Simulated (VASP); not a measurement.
The system is K2S.

```
CELL_PARAMETERS angstrom
0.00000 3.60349 3.60349
3.60349 0.00000 3.60349
3.60349 3.60349 0.00000
ATOMIC_POSITIONS crystal
K 0.25000 0.25000 0.25000
K 0.75000 0.75000 0.75000
S 0.00000 0.00000 0.00000
```

This cell differs from its parent crystal: strain -2.7%.

Base run:

- Program: VASP 6.6.1
- Functional: r2SCAN
- Potentials or basis: VASP PAW PBE potentials, release 64 (K_sv, S)
- Cutoff: 550 eV
- k mesh: 6 × 6 × 6
- Occupations: gaussian, width 0.01 eV
- Spin: no spin polarisation

Its results: band gap on the k mesh 2.96 eV (least direct gap 3.24 eV); pressure 2.0 GPa.

Q: The run is repeated on the same cell with these changes: functional from r2SCAN to HSE06; cutoff from 550 eV to 400 eV; k mesh from 6 × 6 × 6 to 4 × 4 × 4. What comes out?

A: Band gap on the k mesh 3.54 eV (least direct gap 3.81 eV); pressure 2.2 GPa.

Several settings changed at once.

Caveats: the PAW data sets were made with another functional, which shifts forces and pressure a little.

A k mesh can miss the band edges.
